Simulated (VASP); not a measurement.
Crystal: HOs2.

```
CELL_PARAMETERS angstrom
1.47862 0.85368 4.46582
-1.47862 0.85368 4.46582
0.00000 -1.70737 4.46582
ATOMIC_POSITIONS crystal
H 0.00000 0.00000 0.00000
Os 0.75000 0.75000 0.75000
Os 0.25000 0.25000 0.25000
```

```yaml
Program: VASP 6.6.1
Task: relaxation of cell and atoms
Functional: PBE
Potentials_or_basis: VASP PAW PBE potentials, release 64 (H, Os)
Cutoff: 600 eV
k_mesh: 6 × 6 × 6
Occupations: gaussian, width 0.1 eV
Spin: no spin polarisation
```

At the start: pressure -23.8 GPa; volume 11.27 Å³/atom.

Q: Where does the relaxation end?

A: Over 9 steps the energy falls by 161.4 meV/atom and the volume is 10.34 Å³/atom (-8.3 %); space group R-3m (No. 166, to 0.05 Å).

The path:
| step | energy change (eV) | largest force (eV/Å) | pressure (GPa) | volume (Å³) |
| --- | --- | --- | --- | --- |
| 1 | 0.0000 | 1.0001 | -23.83 | 33.82 |
| 2 | 0.6605 | 0.3334 | 89.32 | 26.21 |
| 3 | -0.3391 | 1.1303 | 4.09 | 30.67 |
| 4 | -0.3400 | 1.1291 | 5.52 | 30.55 |
| 5 | -0.4766 | 0.1473 | 4.64 | 30.61 |
| 6 | -0.4766 | 0.1326 | 4.68 | 30.61 |
| 7 | -0.4630 | 0.1683 | -8.42 | 31.79 |
| 8 | -0.4832 | 0.1417 | -0.35 | 31.03 |
| 9 | -0.4841 | 0.0022 | 0.08 | 31.02 |

Final structure:
```
H Os
1.0
     1.39468    0.80522    4.60333
    -1.39468    0.80522    4.60333
     0.00000   -1.61043    4.60333
H Os
1 2
Cartesian
  0.0000 0.0000 0.0000
  0.0000 0.0000 10.4443
  0.0000 0.0000 3.3657
```

Caveat: the k points lie up to 0.44 Å⁻¹ apart in the final cell.
